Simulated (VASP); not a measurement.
# BiS2 (P1) in VASP: single point with PBEsol

Aim: the single point of BiS2 with PBEsol.

Everything below comes from runs of VASP 6.6.1. Logs are shortened: lines on timing, memory, paths and dates and some standing lists are left out, and cuts for length are marked.

### Step 1. The cell of the first run

The typed cell holds 6 atoms: a = 5.954 Å, b = 6.029 Å, c = 3.970 Å, α = 90.00°, β = 100.35°, γ = 90.01°.

### Step 2. Single point, PBEsol

File INCAR:

```
SYSTEM = BiS2
  PREC = Accurate
  ENCUT = 520
  EDIFF = 1E-6
  ISMEAR = -1
  SIGMA = 0.05
  LREAL = .False.
  LASPH = .True.
  NELM = 100
  ALGO = Normal
  ISIF = 2
  LWAVE = .False.
  LCHARG = .False.
  GGA = PS
  NBANDS = 36
```

File KPOINTS:

```
Automatic mesh
0
Gamma
  4 4 4
  0 0 0
```

File POSCAR:

```
BiS2
1.0
    5.9274570959     -0.0012086854     -0.5573279352
    0.0002080360      6.0288313696     -0.0012548203
   -0.3444155942      0.0006539196      3.9552648104
Bi S
2 4
Direct
    0.5009530445      0.4983268550      0.5075184597
    0.0010258750     -0.0016305618      0.0073631594
    0.6650743613      0.0688018421      0.4124840444
    0.3369449710      0.9279224651      0.6022251541
    0.1649888558      0.4279697500     -0.0874067407
    0.8368825197      0.5688181068      0.1023764627
```

Potentials or basis: VASP PAW PBE potentials, release 64 (Bi_d, S).

The run is started by

```
$ cat potpaw_PBE.64/Bi_d/POTCAR potpaw_PBE.64/S/POTCAR > POTCAR
$ mpirun -np 1 vasp_std > vasp.out
```

OUTCAR:

```text
SYSTEM = BiS2
   PREC = Accurate
   ENCUT = 520
   EDIFF = 1E-6
   ISMEAR = -1
   LREAL = .False.
   LASPH = .True.
   NELM = 100
   ISIF = 2
   GGA = PS

 ion  position               nearest neighbor table
   1  0.501  0.498  0.508-   5 2.81   6 2.81   4 2.82   3 2.82   6 2.84   5 2.84
   2  0.001  0.998  0.007-   4 2.81   3 2.81   5 2.82   6 2.82   4 2.84   3 2.84
   3  0.665  0.069  0.412-   4 2.37   2 2.81   1 2.82   2 2.84
   4  0.337  0.928  0.602-   3 2.37   2 2.81   1 2.82   2 2.84
   5  0.165  0.428  0.913-   6 2.37   1 2.81   2 2.82   1 2.84
   6  0.837  0.569  0.102-   5 2.37   1 2.81   2 2.82   1 2.84

  LATTYP: Found a triclinic cell.
 ALAT       =     6.5357729249
 B/A-ratio  =     0.6074617433
 C/A-ratio  =     0.9224358883
 COS(alpha) =     0.0000456397
 COS(beta)  =     0.0001636145
 COS(gamma) =     0.4438344312

  Lattice vectors:

 A1 = (   5.5830415017,  -0.0005547658,   3.3979368752)
 A2 = (  -0.3444155942,   0.0006539196,   3.9552648104)
 A3 = (  -0.0002080360,  -6.0288313696,   0.0012548203)

Analysis of symmetry for initial positions (statically):
=====================================================================
 Subroutine PRICEL returns:
 Original cell was already a primitive cell.

 Routine SETGRP: Setting up the symmetry group for a
 triclinic supercell.

 Subroutine GETGRP returns: Found  1 space group operations
 (whereof  1 operations were pure point group operations)
 out of a pool of  2 trial point group operations.

The static configuration has the point symmetry C_1 .

Analysis of symmetry for dynamics (positions and initial velocities):
=====================================================================
 Subroutine PRICEL returns:
 Original cell was already a primitive cell.

 Routine SETGRP: Setting up the symmetry group for a
 triclinic supercell.

 Subroutine GETGRP returns: Found  1 space group operations
 (whereof  1 operations were pure point group operations)
 out of a pool of  2 trial point group operations.

The dynamic configuration has the point symmetry C_1 .

 Subroutine INISYM returns: Found  1 space group operations
 (whereof  1 operations are pure point group operations),
 and found     1 'primitive' translations

----------------------------------------------------------------------------------------

                                     Primitive cell

  volume of cell :     140.1867

  direct lattice vectors                    reciprocal lattice vectors
     5.927457096 -0.001208685 -0.557327935     0.170099089 -0.000002787  0.014811848
     0.000208036  6.028831370 -0.001254820     0.000031502  0.165869619 -0.000024680
    -0.344415594  0.000653920  3.955264810     0.023968310  0.000052230  0.254914670

  length of vectors
     5.953600886  6.028831504  3.970232015     0.170742763  0.165869624  0.256039004

  position of ions in fractional coordinates (direct lattice)
     0.500953045  0.498326855  0.507518460
     0.001025875  0.998369438  0.007363159
     0.665074361  0.068801842  0.412484044
     0.336944971  0.927922465  0.602225154
     0.164988856  0.427969750  0.912593259
     0.836882520  0.568818107  0.102376463

  ion indices of the primitive-cell ions
   primitive index   ion index
                 1           1
                 2           2
                 3           3
                 4           4
                 5           5
                 6           6

----------------------------------------------------------------------------------------

 KPOINTS: Automatic mesh

Automatic generation of k-mesh.
 Grid dimensions read from file:
 generate k-points for:    4    4    4

 Generating k-lattice:

  Cartesian coordinates                     Fractional coordinates (reciprocal lattice)
     0.042524772 -0.000000697  0.003702962     0.250000000  0.000000000 -0.000000000
     0.000007876  0.041467405 -0.000006170     0.000000000  0.250000000 -0.000000000
     0.005992078  0.000013057  0.063728668     0.000000000  0.000000000  0.250000000

  Length of vectors
     0.042685691  0.041467406  0.064009751

  Shift w.r.t. Gamma in fractional coordinates (k-lattice)
     0.000000000  0.000000000  0.000000000

 Subroutine IBZKPT returns following result:
 ===========================================

 Found     36 irreducible k-points:

 Following reciprocal coordinates:
            Coordinates               Weight
  0.000000  0.000000  0.000000      1.000000
  0.250000  0.000000  0.000000      2.000000
  0.500000  0.000000  0.000000      1.000000
 -0.000000  0.250000  0.000000      2.000000
  0.250000  0.250000  0.000000      2.000000
  0.500000  0.250000  0.000000      2.000000
[... 16 lines left out ...]
  0.000000 -0.250000  0.250000      2.000000
  0.250000 -0.250000  0.250000      2.000000
 [... further k-points ...]
   k-points           NKPTS =     36   k-points in BZ     NKDIM =     36   number of bands    NBANDS=     36
   number of dos      NEDOS =    301   number of ions     NIONS =      6
   total plane-waves  NPLWV =  69120
   dimension x,y,z NGX =    48 NGY =   48 NGZ =   30
   dimension x,y,z NGXF=    96 NGYF=   96 NGZF=   60
   ions per type =               2   4
   NGX,Y,Z   is equivalent  to a cutoff of  13.40, 13.24, 12.56 a.u.
   NGXF,Y,Z  is equivalent  to a cutoff of  26.81, 26.47, 25.12 a.u.
 SYSTEM =  BiS2
   PREC   = accura    normal or accurate (medium, high low for compatibility)
   ISTART =      0    job   : 0-new  1-cont  2-samecut
   ICHARG =      2    charge: 1-file 2-atom 10-const
   ISPIN  =      1    spin polarized calculation?
   LNONCOLLINEAR =      F non collinear calculations
   LSORBIT =      F    spin-orbit coupling
   LASPH  =      T    aspherical Exc in radial PAW
   ENCUT  =  520.0 eV  38.22 Ry    6.18 a.u.  11.07 11.21  7.38*2*pi/ulx,y,z
   NELM   =    100;   NELMIN=  2; NELMDL= -5     # of ELM steps
   EDIFF  = 0.1E-05   stopping-criterion for ELM
   LREAL  =      F    real-space projection
   EDIFFG = 0.1E-04   stopping-criterion for IOM
   NSW    =      0    number of steps for IOM
   IBRION =     -1    ionic relax: 0-MD 1-quasi-New 2-CG
   NFREE  =      0    steps in history (QN), initial steepest desc. (CG)
   ISIF   =      2    stress and relaxation
   ISYM   =      2    0-nonsym 1-usesym 2-fastsym
   POTIM  = 0.5000    time-step for ionic-motion
   TEBEG  =    0.0;   TEEND  =   0.0 temperature during run
   PSTRESS=    0.0 pullay stress
   NELECT =      54.0000    total number of electrons
   NUPDOWN=      -1.0000    fix difference up-down
   EMIN   =  10.00;   EMAX   =-10.00  energy-range for DOS
   EFERMI =   0.00;   METHOD = LEGACY
   ISMEAR =    -1;   SIGMA  =   0.05  broadening in eV -4-tet -1-fermi 0-gaus
   EFERMI_NEDOS =   21; number of points for ismear=-14 and -15
   IALGO  =     38    algorithm
   IMIX   =      4    mixing-type and parameters
     AMIX     =   0.40;   BMIX     =  1.00
     AMIX_MAG =   1.60;   BMIX_MAG =  1.00
  volume/ion in A,a.u.               =      23.36       157.67
  Fermi-wavevector in a.u.,A,eV,Ry     =   1.191161  2.250968 19.304828  1.418865
  Thomas-Fermi vector in A             =   2.327229
   LORBIT       =      0    0 simple, 1 ext, 2 COOP (PROOUT), +10 PAW based schemes
   GGA     = PS    functional components
   LHFCALC =     F    Hartree Fock is set to
   AEXX    =    0.0000 exact exchange contribution
   IVDW    =     0    specifies the selected vdW correction
   LEPSILON=     F    determine dielectric tensor
   LRPA    =     F    only Hartree local field effects (RPA)
 non-spin polarized calculation
  energy-cutoff  :      520.00
  volume of cell :      140.19
 maximum number of plane-waves:      3796
 NGX is ok and might be reduce to    48
   NGX = 23   NGY = 23   NGZ = 15

 number of electron      54.0000005 magnetization

 Free energy of the ion-electron system (eV)
  ---------------------------------------------------
  ext. energy  EPLUGINS =         0.00000000
  ---------------------------------------------------
  free energy    TOTEN  =       -26.81592178 eV

  energy without entropy =      -26.80033958  energy(sigma->0) =      -26.80813068

 E-fermi :   6.2294     XC(G=0): -10.1261

 val. band max:        6.1936094185   @ k =  -0.2500   0.2500  -0.0000
 cond. band min:       6.3297068293   @ k =  -0.2500   0.2500   0.5000
 fundamental gap:      0.1360974108
 Fermi energy:         6.2294225794

 k-point     1 :       0.0000    0.0000    0.0000
  band No.  band energies     occupation
      1     -16.9406      2.00000
      2     -16.9186      2.00000
      3     -16.9072      2.00000
      4     -16.8948      2.00000
      5     -16.8779      2.00000
      6     -16.8756      2.00000
[... 28 lines left out ...]
     35      11.4315      0.00000
     36      12.4050      0.00000

 k-point     2 :       0.2500    0.0000    0.0000
  band No.  band energies     occupation
      1     -16.9370      2.00000
      2     -16.9214      2.00000
      3     -16.9052      2.00000
      4     -16.8963      2.00000
      5     -16.8773      2.00000
      6     -16.8758      2.00000
[... 28 lines left out ...]
     35      11.6053      0.00000
     36      11.9882      0.00000

 k-point     3 :       0.5000    0.0000    0.0000
  band No.  band energies     occupation
      1     -16.9289      2.00000
      2     -16.9288      2.00000
      3     -16.9005      2.00000
      4     -16.9004      2.00000
      5     -16.8764      2.00000
      6     -16.8764      2.00000
[... 28 lines left out ...]
     35      11.3066      0.00000
     36      11.3083      0.00000
[... 742 lines left out ...]
 k-point    23 :       0.0000   -0.2500    0.2500
  band No.  band energies     occupation
      1     -16.9276      2.00000
      2     -16.9167      2.00000
      3     -16.9054      2.00000
      4     -16.8985      2.00000
      5     -16.8767      2.00000
      6     -16.8751      2.00000
[... 28 lines left out ...]
     35      11.7157      0.00000
     36      13.1802      0.00000

 k-point    24 :       0.2500   -0.2500    0.2500
  band No.  band energies     occupation
      1     -16.9224      2.00000
      2     -16.9214      2.00000
      3     -16.9022      2.00000
      4     -16.9020      2.00000
      5     -16.8770      2.00000
      6     -16.8743      2.00000
[... 28 lines left out ...]
     35      12.3915      0.00000
     36      12.6212      0.00000

 [... further k-points ...]

------------------------ aborting loop because EDIFF is reached ----------------------------------------

  FORCE on cell =-STRESS in cart. coord.  units (eV):
  Direction    XX          YY          ZZ          XY          YZ          ZX
  --------------------------------------------------------------------------------------
  -------------------------------------------------------------------------------------
  Total       -0.0056892     -0.0150945     -0.0187489      0.0030184     -0.0003175     -0.0287275
  in kB       -0.0650214     -0.1725133     -0.2142792      0.0344971     -0.0036284     -0.3283233
  external PRESSURE =      -0.1506046 kB  Pullay stress =       0.0000000 kB

 VOLUME and BASIS-vectors are now :
 -----------------------------------------------------------------------------
  energy-cutoff  :      520.00
  volume of cell :      140.19
      direct lattice vectors                 reciprocal lattice vectors
     5.927457096 -0.001208685 -0.557327935     0.170099089 -0.000002787  0.014811848
     0.000208036  6.028831370 -0.001254820     0.000031502  0.165869619 -0.000024680
    -0.344415594  0.000653920  3.955264810     0.023968310  0.000052230  0.254914670

 POSITION                                       TOTAL-FORCE (eV/Angst)
 -----------------------------------------------------------------------------------
      2.79468      3.00405      1.72755         0.000841      0.000278     -0.000298
      0.00375      6.01900      0.02730        -0.000581     -0.000055      0.000062
      3.80015      0.41426      1.26073        -0.008990     -0.004387      0.002530
      1.79000      5.59427      2.19301         0.009083      0.004712     -0.002212
      0.66374      2.58055      3.51706        -0.008768      0.004406      0.002240
      4.92544      3.42836     -0.06221         0.008415     -0.004954     -0.002323
 -----------------------------------------------------------------------------------
    total drift:                                0.000792      0.000560      0.000344

  FREE ENERGIE OF THE ION-ELECTRON SYSTEM (eV)
  ---------------------------------------------------
  free  energy   TOTEN  =       -26.8159217758 eV

  energy  without entropy=      -26.8003395838  energy(sigma->0) =      -26.80813068
```

It took 3.3 min on 1 thread of Intel Xeon 8259CL, shared host; peak memory 0.32 GiB.

What came out:

```
Free energy            : -26.8159 eV
Pressure               : 0.0 GPa
Largest force          : 0.010 eV/Å
Band gap on the k mesh : zero (bands 27 and 28 overlap by 2.35 eV)
```

Forces on the atoms (eV/Å):
```
Bi   0.001  0.000  0.000
Bi  -0.001  0.000  0.000
S   -0.009 -0.004  0.003
S    0.009  0.005 -0.002
S   -0.009  0.004  0.002
S    0.008 -0.005 -0.002
```

Levels at points of the mesh, in eV from the Fermi level:
```tsv
k point	band 23	band 24	band 25	band 26	band 27	band 28	band 29	band 30	band 31	band 32
(0.00, 0.00, 0.00)	-1.93	-1.26	-1.11	-1.08	-0.72	-0.20	1.56	2.24	2.50	3.27
(0.50, 0.00, 0.00)	-2.01	-2.01	-1.50	-1.50	1.24	1.24	1.70	1.70	2.30	2.30
(0.00, 0.50, 0.00)	-2.00	-2.00	-1.38	-1.38	-0.91	-0.91	2.31	2.31	2.53	2.53
(0.50, 0.50, 0.00)	-2.47	-2.47	-2.00	-2.00	1.04	1.04	1.07	1.07	2.17	2.17
(0.00, 0.00, 0.50)	-2.72	-2.72	-2.16	-2.16	1.21	1.21	2.59	2.59	3.11	3.11
(0.50, 0.00, 0.50)	-2.23	-2.04	-1.37	-1.35	-0.20	-0.19	1.70	2.34	3.26	3.53
(0.00, 0.50, 0.50)	-2.69	-2.69	-2.45	-2.45	1.01	1.01	1.07	1.07	3.28	3.28
(0.50, 0.50, 0.50)	-2.59	-2.59	-1.29	-1.29	-0.53	-0.53	1.59	1.59	2.52	2.52
```

Caveat: the k points lie up to 0.40 Å⁻¹ apart, too coarse for converged energies and pressures of a metal; the PAW data sets were made with another functional, which shifts forces and pressure a little; spin-orbit coupling is left out, which moves the levels of the heavy elements.
